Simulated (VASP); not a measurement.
# SbH2 (Fm-3m) in VASP: single point with PBE

Aim: the single point of SbH2 with PBE.

All numbers are computed with VASP 6.6.1; they aren't measurements. Logs are shortened: lines on timing, memory, paths and dates and some standing lists are left out, and cuts for length are marked.

### 1 The cell of the first run

Symmetry: Fm-3m, No. 225, cubic system. The conventional cell has a = 5.255 Å, b = 5.255 Å, c = 5.255 Å, α = 90.00°, β = 90.00°, γ = 90.00°. Sb (site symmetry m-3m) has 8 H at 2.28 Å within 3.0 Å. H (site symmetry -43m) has 4 Sb at 2.28 Å and 6 H at 2.63 Å within 3.0 Å.

### 2 Single point, PBE

The input, INCAR:

```
ALGO = Normal ; EDIFF = 1E-6
ENCUT = 500 ; GGA = PE
GGA_COMPAT = False ; ISIF = 2
ISMEAR = -1 ; LASPH = True
LCHARG = True ; LELF = True
LREAL = False ; LVHAR = True
LWAVE = False ; NBANDS = 10
NELM = 120 ; PREC = Accurate
SIGMA = 0.0176
```

The input, KPOINTS:

```
k-points
0
Gamma
  11 11 11
```

The input, POSCAR:

```
SbH2
1.0
    0.0000000000      2.6272800000      2.6272800000
    2.6272800000      0.0000000000      2.6272800000
    2.6272800000      2.6272800000      0.0000000000
Sb H
1 2
Direct
    0.0000000000      0.0000000000      0.0000000000
    0.2500000000      0.2500000000      0.2500000000
    0.7500000000      0.7500000000      0.7500000000
```

Potentials or basis: VASP PAW PBE potentials, release 64 (Sb, H).

The run is started by

```bash
$ cat potpaw_PBE.64/Sb/POTCAR potpaw_PBE.64/H/POTCAR > POTCAR
$ mpirun -np 1 vasp_std > vasp.out
```

OUTCAR:

```text
EDIFF = 1E-6
   ENCUT = 500
   GGA = PE
   ISIF = 2
   ISMEAR = -1
   LASPH = True
   LREAL = False
   NELM = 120
   PREC = Accurate

 ion  position               nearest neighbor table
   1  0.000  0.000  0.000-   3 2.28   3 2.28   3 2.28   2 2.28   3 2.28   2 2.28   2 2.28   2 2.28

   2  0.250  0.250  0.250-   1 2.28   1 2.28   1 2.28   1 2.28
   3  0.750  0.750  0.750-   1 2.28   1 2.28   1 2.28   1 2.28

  LATTYP: Found a face centered cubic cell.
 ALAT       =     5.2545600000

  Lattice vectors:

 A1 = (   0.0000000000,   2.6272800000,   2.6272800000)
 A2 = (   2.6272800000,   0.0000000000,   2.6272800000)
 A3 = (   2.6272800000,   2.6272800000,   0.0000000000)

Analysis of symmetry for initial positions (statically):
=====================================================================
 Subroutine PRICEL returns:
 Original cell was already a primitive cell.

 Routine SETGRP: Setting up the symmetry group for a
 face centered cubic supercell.

 Subroutine GETGRP returns: Found 48 space group operations
 (whereof 48 operations were pure point group operations)
 out of a pool of 48 trial point group operations.

The static configuration has the point symmetry O_h .

Analysis of symmetry for dynamics (positions and initial velocities):
=====================================================================
 Subroutine PRICEL returns:
 Original cell was already a primitive cell.

 Routine SETGRP: Setting up the symmetry group for a
 face centered cubic supercell.

 Subroutine GETGRP returns: Found 48 space group operations
 (whereof 48 operations were pure point group operations)
 out of a pool of 48 trial point group operations.

The dynamic configuration has the point symmetry O_h .

 Subroutine INISYM returns: Found 48 space group operations
 (whereof 48 operations are pure point group operations),
 and found     1 'primitive' translations

----------------------------------------------------------------------------------------

                                     Primitive cell

  volume of cell :      36.2701

  direct lattice vectors                    reciprocal lattice vectors
     0.000000000  2.627280000  2.627280000    -0.190310892  0.190310892  0.190310892
     2.627280000  0.000000000  2.627280000     0.190310892 -0.190310892  0.190310892
     2.627280000  2.627280000  0.000000000     0.190310892  0.190310892 -0.190310892

  length of vectors
     3.715535008  3.715535008  3.715535008     0.329628134  0.329628134  0.329628134

  position of ions in fractional coordinates (direct lattice)
     0.000000000  0.000000000  0.000000000
     0.250000000  0.250000000  0.250000000
     0.750000000  0.750000000  0.750000000

  ion indices of the primitive-cell ions
   primitive index   ion index
                 1           1
                 2           2
                 3           3

----------------------------------------------------------------------------------------

 KPOINTS: k-points

Automatic generation of k-mesh.
 Grid dimensions read from file:
 generate k-points for:   11   11   11

 Generating k-lattice:

  Cartesian coordinates                     Fractional coordinates (reciprocal lattice)
    -0.017300990  0.017300990  0.017300990     0.090909091  0.000000000  0.000000000
     0.017300990 -0.017300990  0.017300990     0.000000000  0.090909091  0.000000000
     0.017300990  0.017300990 -0.017300990     0.000000000  0.000000000  0.090909091

  Length of vectors
     0.029966194  0.029966194  0.029966194

  Shift w.r.t. Gamma in fractional coordinates (k-lattice)
     0.000000000  0.000000000  0.000000000

 Subroutine IBZKPT returns following result:
 ===========================================

 Found     56 irreducible k-points:

 Following reciprocal coordinates:
            Coordinates               Weight
  0.000000  0.000000  0.000000      1.000000
  0.090909  0.000000  0.000000      8.000000
  0.181818  0.000000  0.000000      8.000000
  0.272727  0.000000  0.000000      8.000000
  0.363636  0.000000  0.000000      8.000000
  0.454545  0.000000  0.000000      8.000000
[... 16 lines left out ...]
 -0.272727  0.181818  0.000000     24.000000
 -0.181818  0.181818  0.000000     12.000000
 [... further k-points ...]
   k-points           NKPTS =     56   k-points in BZ     NKDIM =     56   number of bands    NBANDS=     10
   number of dos      NEDOS =    301   number of ions     NIONS =      3
   total plane-waves  NPLWV =  21952
   dimension x,y,z NGX =    28 NGY =   28 NGZ =   28
   dimension x,y,z NGXF=    56 NGYF=   56 NGZF=   56
   ions per type =               1   2
   NGX,Y,Z   is equivalent  to a cutoff of  12.53, 12.53, 12.53 a.u.
   NGXF,Y,Z  is equivalent  to a cutoff of  25.06, 25.06, 25.06 a.u.
 SYSTEM =  unknown system
   PREC   = accura    normal or accurate (medium, high low for compatibility)
   ISTART =      0    job   : 0-new  1-cont  2-samecut
   ICHARG =      2    charge: 1-file 2-atom 10-const
   ISPIN  =      1    spin polarized calculation?
   LNONCOLLINEAR =      F non collinear calculations
   LSORBIT =      F    spin-orbit coupling
   LASPH  =      T    aspherical Exc in radial PAW
   ENCUT  =  500.0 eV  36.75 Ry    6.06 a.u.   6.77  6.77  6.77*2*pi/ulx,y,z
   NELM   =    120;   NELMIN=  2; NELMDL= -5     # of ELM steps
   EDIFF  = 0.1E-05   stopping-criterion for ELM
   LREAL  =      F    real-space projection
   EDIFFG = 0.1E-04   stopping-criterion for IOM
   NSW    =      0    number of steps for IOM
   IBRION =     -1    ionic relax: 0-MD 1-quasi-New 2-CG
   NFREE  =      0    steps in history (QN), initial steepest desc. (CG)
   ISIF   =      2    stress and relaxation
   ISYM   =      2    0-nonsym 1-usesym 2-fastsym
   POTIM  = 0.5000    time-step for ionic-motion
   TEBEG  =    0.0;   TEEND  =   0.0 temperature during run
   PSTRESS=    0.0 pullay stress
   NELECT =       7.0000    total number of electrons
   NUPDOWN=      -1.0000    fix difference up-down
   EMIN   =  10.00;   EMAX   =-10.00  energy-range for DOS
   EFERMI =   0.00;   METHOD = LEGACY
   ISMEAR =    -1;   SIGMA  =   0.02  broadening in eV -4-tet -1-fermi 0-gaus
   EFERMI_NEDOS =   21; number of points for ismear=-14 and -15
   IALGO  =     38    algorithm
   IMIX   =      4    mixing-type and parameters
     AMIX     =   0.40;   BMIX     =  1.00
     AMIX_MAG =   1.60;   BMIX_MAG =  1.00
  volume/ion in A,a.u.               =      12.09        81.59
  Fermi-wavevector in a.u.,A,eV,Ry     =   0.946073  1.787818 12.177942  0.895053
  Thomas-Fermi vector in A             =   2.074035
   LORBIT       =      0    0 simple, 1 ext, 2 COOP (PROOUT), +10 PAW based schemes
   GGA     = PE    functional components
   LHFCALC =     F    Hartree Fock is set to
   AEXX    =    0.0000 exact exchange contribution
   IVDW    =     0    specifies the selected vdW correction
   LEPSILON=     F    determine dielectric tensor
   LRPA    =     F    only Hartree local field effects (RPA)
 non-spin polarized calculation
  energy-cutoff  :      500.00
  volume of cell :       36.27
 maximum number of plane-waves:       941
   NGX = 13   NGY = 13   NGZ = 13

 number of electron       7.0000000 magnetization

 Free energy of the ion-electron system (eV)
  ---------------------------------------------------
  ext. energy  EPLUGINS =         0.00000000
  ---------------------------------------------------
  free energy    TOTEN  =        -8.80185328 eV

  energy without entropy =       -8.80072684  energy(sigma->0) =       -8.80129006

 E-fermi :   6.4595     XC(G=0):  -9.8100

 val. band max:        6.4375523892   @ k =  -0.0909   0.0909   0.0000
 cond. band min:       6.4598634128   @ k =  -0.2727   0.2727   0.0909
 fundamental gap:      0.0223110236
 Fermi energy:         6.4595014000

 k-point     1 :       0.0000    0.0000    0.0000
  band No.  band energies     occupation
      1      -6.6357      2.00000
      2       5.3334      2.00000
      3       9.1231      0.00000
      4       9.1231      0.00000
      5       9.1231      0.00000
      6       9.9984      0.00000
      7      13.5633      0.00000
      8      13.5633      0.00000
      9      13.5633      0.00000
     10      17.2296      0.00000

 k-point     2 :       0.0909    0.0000    0.0000
  band No.  band energies     occupation
      1      -6.5077      2.00000
      2       5.1184      2.00000
      3       7.6383      0.00000
      4       8.9642      0.00000
      5       8.9642      0.00000
      6      10.7769      0.00000
      7      13.8218      0.00000
      8      13.8218      0.00000
      9      14.5899      0.00000
     10      16.5469      0.00000

 k-point     3 :       0.1818    0.0000    0.0000
  band No.  band energies     occupation
      1      -6.1269      2.00000
      2       4.0763      2.00000
      3       6.3925      1.95647
      4       8.6081      0.00000
      5       8.6081      0.00000
      6      10.9747      0.00000
      7      14.2453      0.00000
      8      14.2453      0.00000
      9      16.0660      0.00000
     10      16.5721      0.00000

 k-point     4 :       0.2727    0.0000    0.0000
  band No.  band energies     occupation
      1      -5.5069      2.00000
      2       2.2852      2.00000
      3       6.0137      2.00000
      4       8.2380      0.00000
      5       8.2380      0.00000
      6      10.7330      0.00000
      7      14.0843      0.00000
      8      14.0843      0.00000
      9      16.5270      0.00000
     10      17.1363      0.00000
[... 222 lines left out ...]
 k-point    22 :      -0.3636    0.1818    0.0000
  band No.  band energies     occupation
      1      -3.7049      2.00000
      2      -0.0445      2.00000
      3       3.1127      2.00000
      4       7.4092      0.00000
      5       8.5895      0.00000
      6      10.1742      0.00000
      7      14.7140      0.00000
      8      15.6506      0.00000
      9      17.8052      0.00000
     10      17.9012      0.00000

 k-point    23 :      -0.2727    0.1818    0.0000
  band No.  band energies     occupation
      1      -4.5458      2.00000
      2       1.4338      2.00000
      3       3.1498      2.00000
      4       7.9398      0.00000
      5       9.1470      0.00000
      6       9.6688      0.00000
      7      14.7208      0.00000
      8      15.6923      0.00000
      9      16.2257      0.00000
     10      17.3157      0.00000

 k-point    24 :      -0.1818    0.1818    0.0000
  band No.  band energies     occupation
      1      -5.2959      2.00000
      2       2.9779      2.00000
      3       3.6492      2.00000
      4       8.4779      0.00000
      5       9.0028      0.00000
      6       9.9531      0.00000
      7      14.7438      0.00000
      8      15.1822      0.00000
      9      15.3426      0.00000
     10      17.2368      0.00000

 [... further k-points ...]

------------------------ aborting loop because EDIFF is reached ----------------------------------------

  FORCE on cell =-STRESS in cart. coord.  units (eV):
  Direction    XX          YY          ZZ          XY          YZ          ZX
  --------------------------------------------------------------------------------------
  -------------------------------------------------------------------------------------
  Total        0.1994715      0.1994715      0.1994715      0.0000000      0.0000000     -0.0000000
  in kB        8.8113465      8.8113465      8.8113465      0.0000000      0.0000000     -0.0000000
  external PRESSURE =       8.8113465 kB  Pullay stress =       0.0000000 kB

 VOLUME and BASIS-vectors are now :
 -----------------------------------------------------------------------------
  energy-cutoff  :      500.00
  volume of cell :       36.27
      direct lattice vectors                 reciprocal lattice vectors
     0.000000000  2.627280000  2.627280000    -0.190310892  0.190310892  0.190310892
     2.627280000  0.000000000  2.627280000     0.190310892 -0.190310892  0.190310892
     2.627280000  2.627280000  0.000000000     0.190310892  0.190310892 -0.190310892

 POSITION                                       TOTAL-FORCE (eV/Angst)
 -----------------------------------------------------------------------------------
      0.00000      0.00000      0.00000        -0.000000      0.000000     -0.000000
      1.31364      1.31364      1.31364        -0.000000     -0.000000     -0.000000
      3.94092      3.94092      3.94092         0.000000     -0.000000      0.000000
 -----------------------------------------------------------------------------------
    total drift:                                0.000000      0.000000      0.000000

  FREE ENERGIE OF THE ION-ELECTRON SYSTEM (eV)
  ---------------------------------------------------
  free  energy   TOTEN  =        -8.8018532754 eV

  energy  without entropy=       -8.8007268402  energy(sigma->0) =       -8.80129006
```

Run time: 36 s. Hardware: 1 thread of AMD EPYC 7R13, shared host; peak memory 0.14 GiB.

Results:

```yaml
Free_energy: -8.8019 eV
Pressure: 0.9 GPa
Band_gap_on_the_k_mesh: zero (an odd number of electrons rules out a gap without spin polarisation)
```

Levels at points of the mesh, in eV from the Fermi level:
```
           k point  band 1  band 2  band 3  band 4  band 5  band 6  band 7  band 8
(0.00, 0.00, 0.00)  -13.10   -1.13    2.66    2.66    2.66    3.54    7.10    7.10
```

Caveat: spin-orbit coupling is left out, which moves the levels of the heavy elements.
